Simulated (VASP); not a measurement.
# Zr3SnSe (Pm-3m) in VASP: a series of runs

The runs below take Zr3SnSe through single point, relaxation of cell and atoms, with PBE.

Program: VASP 6.6.1. These are calculated values, not measurements. Logs are shortened: lines on timing, memory, paths and dates and some standing lists are left out, and cuts for length are marked.

### Step 1. The cell of the first run

It takes space group Pm-3m (No. 221, cubic). Conventional cell: a = 4.838 Å, b = 4.838 Å, c = 4.838 Å, α = 90.00°, β = 90.00°, γ = 90.00°. Zr (site symmetry 4/mmm) has 2 Se at 2.42 Å within 3.2 Å. Sn (site symmetry m-3m) has 12 Zr at 3.42 Å and 8 Se at 4.19 Å within 4.5 Å. Se (site symmetry m-3m) has 6 Zr at 2.42 Å within 3.2 Å.

The cell was generated, and may not be a known phase.

### Step 2. Single point, PBE

INCAR reads:

```
SYSTEM = Zr3SnSe
ALGO = Normal
EDIFF = 1E-7
ENCUT = 520
GGA = PE
ISIF = 2
ISMEAR = 0
LASPH = .TRUE.
LCHARG = .FALSE.
LREAL = .FALSE.
LWAVE = .FALSE.
NBANDS = 36
NELM = 60
PREC = Accurate
SIGMA = 0.1
```

KPOINTS reads:

```
k-points
0
G
  4 4 4
  0 0 0
```

POSCAR reads:

```
Zr3SnSe
1.0
    4.8380506300      0.0000000000      0.0000000000
    0.0000000000      4.8380506300      0.0000000000
    0.0000000000      0.0000000000      4.8380506300
Zr Sn Se
3 1 1
Direct
    0.0000000000      0.5000000000      0.5000000000
    0.5000000000      0.0000000000      0.5000000000
    0.5000000000      0.5000000000      0.0000000000
    0.0000000000      0.0000000000      0.0000000000
    0.5000000000      0.5000000000      0.5000000000
```

Potentials or basis: VASP PAW PBE potentials, release 64 (Zr_sv, Sn_d, Se).

On the command line:

```console
$ cat potpaw_PBE.64/Zr_sv/POTCAR potpaw_PBE.64/Sn_d/POTCAR potpaw_PBE.64/Se/POTCAR > POTCAR
$ mpirun -np 1 vasp_std > vasp.out
```

OUTCAR:

```text
SYSTEM = Zr3SnSe
   EDIFF = 1E-7
   ENCUT = 520
   GGA = PE
   ISIF = 2
   ISMEAR = 0
   LASPH = .TRUE.
   LREAL = .FALSE.
   NELM = 60
   PREC = Accurate

 ion  position               nearest neighbor table
   1  0.000  0.500  0.500-   5 2.42   5 2.42   4 3.42   2 3.42   3 3.42   4 3.42   2 3.42   4 3.42
                             4 3.42   2 3.42   3 3.42   3 3.42   3 3.42   2 3.42
   2  0.500  0.000  0.500-   5 2.42   5 2.42   4 3.42   1 3.42   3 3.42   4 3.42   1 3.42   3 3.42
                             3 3.42   3 3.42   1 3.42   4 3.42   4 3.42   1 3.42
   3  0.500  0.500  0.000-   5 2.42   5 2.42   4 3.42   1 3.42   1 3.42   2 3.42   2 3.42   2 3.42
                             4 3.42   2 3.42   1 3.42   4 3.42   1 3.42   4 3.42
   4  0.000  0.000  0.000-   1 3.42   2 3.42   3 3.42   1 3.42   2 3.42   1 3.42   3 3.42   1 3.42
                             2 3.42   3 3.42   2 3.42   3 3.42
   5  0.500  0.500  0.500-   1 2.42   2 2.42   3 2.42   3 2.42   2 2.42   1 2.42

  LATTYP: Found a simple cubic cell.
 ALAT       =     4.8380506300

  Lattice vectors:

 A1 = (   4.8380506300,   0.0000000000,   0.0000000000)
 A2 = (   0.0000000000,   4.8380506300,   0.0000000000)
 A3 = (   0.0000000000,   0.0000000000,   4.8380506300)

Analysis of symmetry for initial positions (statically):
=====================================================================
 Subroutine PRICEL returns:
 Original cell was already a primitive cell.

 Routine SETGRP: Setting up the symmetry group for a
 simple cubic supercell.

 Subroutine GETGRP returns: Found 48 space group operations
 (whereof 48 operations were pure point group operations)
 out of a pool of 48 trial point group operations.

The static configuration has the point symmetry O_h .

Analysis of symmetry for dynamics (positions and initial velocities):
=====================================================================
 Subroutine PRICEL returns:
 Original cell was already a primitive cell.

 Routine SETGRP: Setting up the symmetry group for a
 simple cubic supercell.

 Subroutine GETGRP returns: Found 48 space group operations
 (whereof 48 operations were pure point group operations)
 out of a pool of 48 trial point group operations.

The dynamic configuration has the point symmetry O_h .

 Subroutine INISYM returns: Found 48 space group operations
 (whereof 48 operations are pure point group operations),
 and found     1 'primitive' translations

----------------------------------------------------------------------------------------

                                     Primitive cell

  volume of cell :     113.2430

[... 85 lines left out ...]
   ISIF   =      2    stress and relaxation
   ISYM   =      2    0-nonsym 1-usesym 2-fastsym
   POTIM  = 0.5000    time-step for ionic-motion
   TEBEG  =    0.0;   TEEND  =   0.0 temperature during run
   PSTRESS=    0.0 pullay stress
   NELECT =      56.0000    total number of electrons
   NUPDOWN=      -1.0000    fix difference up-down
   EMIN   =  10.00;   EMAX   =-10.00  energy-range for DOS
   EFERMI =   0.00;   METHOD = LEGACY
   ISMEAR =     0;   SIGMA  =   0.10  broadening in eV -4-tet -1-fermi 0-gaus
   EFERMI_NEDOS =   21; number of points for ismear=-14 and -15
   IALGO  =     38    algorithm
   IMIX   =      4    mixing-type and parameters
     AMIX     =   0.40;   BMIX     =  1.00
     AMIX_MAG =   1.60;   BMIX_MAG =  1.00
  volume/ion in A,a.u.               =      22.65       152.84
  Fermi-wavevector in a.u.,A,eV,Ry     =   1.294595  2.446429 22.803024  1.675975
  Thomas-Fermi vector in A             =   2.426167
   LORBIT       =      0    0 simple, 1 ext, 2 COOP (PROOUT), +10 PAW based schemes
   GGA     = PE    functional components
   LHFCALC =     F    Hartree Fock is set to
   AEXX    =    0.0000 exact exchange contribution
   IVDW    =     0    specifies the selected vdW correction
   LEPSILON=     F    determine dielectric tensor
   LRPA    =     F    only Hartree local field effects (RPA)
 non-spin polarized calculation
 Gauss-broadening in eV      SIGMA  =   0.10
  energy-cutoff  :      520.00
  volume of cell :      113.24
 maximum number of plane-waves:      3112
 NGX is ok and might be reduce to    36
   NGX = 17   NGY = 17   NGZ = 17

 number of electron      56.0000013 magnetization

 Free energy of the ion-electron system (eV)
  ---------------------------------------------------
  ext. energy  EPLUGINS =         0.00000000
  ---------------------------------------------------
  free energy    TOTEN  =       -33.37980952 eV

  energy without entropy =      -33.35116960  energy(sigma->0) =      -33.36548956

 E-fermi :   8.9361     XC(G=0): -10.8672

 val. band max:        8.9355071964   @ k =   0.0000   0.0000   0.0000
 cond. band min:       8.9707702645   @ k =   0.2500   0.2500   0.0000
 fundamental gap:      0.0352630681
 Fermi energy:         8.9361172102

 k-point     1 :       0.0000    0.0000    0.0000
  band No.  band energies     occupation
      1     -40.2748      2.00000
      2     -40.1969      2.00000
      3     -40.1969      2.00000
      4     -18.6961      2.00000
      5     -18.6961      2.00000
      6     -18.6961      2.00000
[... 379 lines left out ...]
     35      12.5241      0.00000
     36      12.5241      0.00000

------------------------ aborting loop because EDIFF is reached ----------------------------------------

  FORCE on cell =-STRESS in cart. coord.  units (eV):
  Direction    XX          YY          ZZ          XY          YZ          ZX
  --------------------------------------------------------------------------------------
  -------------------------------------------------------------------------------------
  Total        7.1724857      7.1724857      7.1724857     -0.0000000      0.0000000      0.0000000
  in kB      101.4773334    101.4773334    101.4773334     -0.0000000      0.0000000      0.0000000
  external PRESSURE =     101.4773334 kB  Pullay stress =       0.0000000 kB

 VOLUME and BASIS-vectors are now :
 -----------------------------------------------------------------------------
  energy-cutoff  :      520.00
  volume of cell :      113.24
      direct lattice vectors                 reciprocal lattice vectors
     4.838050630  0.000000000  0.000000000     0.206694819  0.000000000  0.000000000
     0.000000000  4.838050630  0.000000000     0.000000000  0.206694819  0.000000000
     0.000000000  0.000000000  4.838050630     0.000000000  0.000000000  0.206694819

 POSITION                                       TOTAL-FORCE (eV/Angst)
 -----------------------------------------------------------------------------------
      0.00000      2.41903      2.41903         0.000000      0.000000      0.000000
      2.41903      0.00000      2.41903         0.000000      0.000000      0.000000
      2.41903      2.41903      0.00000         0.000000      0.000000      0.000000
      0.00000      0.00000      0.00000         0.000000      0.000000      0.000000
      2.41903      2.41903      2.41903         0.000000      0.000000      0.000000
 -----------------------------------------------------------------------------------
    total drift:                                0.000000      0.000000      0.000000

  FREE ENERGIE OF THE ION-ELECTRON SYSTEM (eV)
  ---------------------------------------------------
  free  energy   TOTEN  =       -33.3798095163 eV

  energy  without entropy=      -33.3511695965  energy(sigma->0) =      -33.36548956
```

OSZICAR:

```text
N       E                     dE             d eps       ncg     rms          rms(c)
DAV:   1     0.717116226134E+03    0.71712E+03   -0.27270E+04   720   0.180E+03
DAV:   2     0.559985811643E+02   -0.66112E+03   -0.64479E+03   752   0.544E+02
DAV:   3    -0.279111895856E+02   -0.83910E+02   -0.81807E+02  1032   0.168E+02
DAV:   4    -0.349453850550E+02   -0.70342E+01   -0.69544E+01  1032   0.428E+01
DAV:   5    -0.353969424846E+02   -0.45156E+00   -0.45056E+00  1224   0.841E+00    0.256E+01
DAV:   6    -0.335206003464E+02    0.18763E+01   -0.50068E+00   816   0.103E+01    0.105E+01
DAV:   7    -0.333927310015E+02    0.12787E+00   -0.13791E+00  1160   0.538E+00    0.277E+00
DAV:   8    -0.333887199279E+02    0.40111E-02   -0.27900E-01   864   0.247E+00    0.635E-01
DAV:   9    -0.333799598693E+02    0.87601E-02   -0.71384E-02   864   0.137E+00    0.316E-01
DAV:  10    -0.333797324225E+02    0.22745E-03   -0.53117E-03  1048   0.383E-01    0.133E-01
DAV:  11    -0.333798197263E+02   -0.87304E-04   -0.58849E-04  1008   0.149E-01    0.343E-02
DAV:  12    -0.333798151338E+02    0.45925E-05   -0.22057E-05  1016   0.354E-02    0.208E-02
DAV:  13    -0.333798100093E+02    0.51244E-05   -0.89689E-06   944   0.155E-02    0.385E-03
DAV:  14    -0.333798095314E+02    0.47791E-06   -0.91027E-07  1000   0.495E-03    0.499E-04
DAV:  15    -0.333798095163E+02    0.15144E-07   -0.33445E-08   496   0.119E-03
   1 F= -.33379810E+02 E0= -.33365490E+02  d E =-.286399E-01
```

It took 78 s on 1 thread of Intel Xeon 8259CL, shared host; peak memory 0.22 GiB.

Results:

* Free energy: -33.3798 eV
* Pressure: 10.1 GPa
* Band gap on the k mesh: zero (bands 28 and 29 overlap by 0.37 eV)

Levels at points of the mesh, in eV from the Fermi level:
| k point | band 25 | band 26 | band 27 | band 28 | band 29 | band 30 | band 31 | band 32 |
| --- | --- | --- | --- | --- | --- | --- | --- | --- |
| (0.00, 0.00, 0.00) | -2.35 | -1.74 | -1.74 | 0.00 | 0.00 | 0.00 | 1.11 | 1.11 |
| (0.50, 0.00, 0.00) | -2.30 | -2.08 | -0.49 | 0.37 | 0.74 | 0.80 | 0.80 | 1.17 |
| (0.50, 0.50, 0.00) | -2.26 | -0.72 | -0.72 | 0.08 | 0.08 | 0.42 | 1.34 | 1.70 |
| (0.50, 0.50, 0.50) | -2.11 | -0.45 | -0.45 | -0.45 | 0.14 | 0.14 | 0.14 | 1.77 |

Caveat: the cell stands under pressure; spin-orbit coupling is left out, which moves the levels of the heavy elements.

### Step 3. Single point, PBE

This run uses another cell than the first one, of 24.73 Å³/atom.

INCAR reads:

```
SYSTEM = Zr3SnSe
  ALGO = Normal
  EDIFF = 1E-7
  ENCUT = 520
  GGA = PE
  ISIF = 2
  ISMEAR = 0
  LASPH = .True.
  LCHARG = .False.
  LREAL = .False.
  LWAVE = .False.
  NBANDS = 36
  NELM = 80
  PREC = Accurate
  SIGMA = 0.1
```

KPOINTS reads:

```
k-points
0
Gamma
  4 4 4
  0 0 0
```

Edit POSCAR of step 2 so:

```diff
@@ -2,5 +2,5 @@
 1.0
-    4.8380506300      0.0000000000      0.0000000000
-    0.0000000000      4.8380506300      0.0000000000
-    0.0000000000      0.0000000000      4.8380506300
+    4.9821672199      0.0000000000      0.0000000000
+    0.0000000000      4.9821672199      0.0000000000
+    0.0000000000      0.0000000000      4.9821672199
 Zr Sn Se
```

Potentials or basis: VASP PAW PBE potentials, release 64 (Zr_sv, Sn_d, Se).

On the command line:

```console
$ cat potpaw_PBE.64/Zr_sv/POTCAR potpaw_PBE.64/Sn_d/POTCAR potpaw_PBE.64/Se/POTCAR > POTCAR
$ mpirun -np 1 vasp_std > vasp.out
```

Wall time 1.8 min (1 thread of Intel Xeon 8259CL, shared host); peak memory 0.26 GiB.

The run converged. Its results:

- Free energy: -33.6949 eV
- Pressure: 0.2 GPa
- Band gap on the k mesh: zero (bands 28 and 29 overlap by 0.37 eV)

Levels at points of the mesh, in eV from the Fermi level:
| k point | band 24 | band 25 | band 26 | band 27 | band 28 | band 29 | band 30 | band 31 | band 32 | band 33 |
| --- | --- | --- | --- | --- | --- | --- | --- | --- | --- | --- |
| (0.00, 0.00, 0.00) | -2.06 | -2.06 | -1.54 | -1.54 | 0.00 | 0.00 | 0.00 | 0.89 | 1.01 | 1.01 |
| (0.50, 0.00, 0.00) | -2.06 | -2.06 | -1.81 | -0.39 | 0.36 | 0.73 | 0.77 | 0.77 | 1.06 | 1.07 |
| (0.50, 0.50, 0.00) | -2.72 | -1.99 | -0.61 | -0.61 | 0.11 | 0.11 | 0.35 | 1.23 | 1.57 | 1.59 |
| (0.50, 0.50, 0.50) | -1.98 | -1.98 | -0.41 | -0.41 | -0.41 | 0.17 | 0.17 | 0.17 | 1.44 | 1.96 |

Caveat: spin-orbit coupling is left out, which moves the levels of the heavy elements.

(Part 1 of 2 ends here.)

The gap in the log of VASP goes by the Fermi energy; the results here count the filled bands.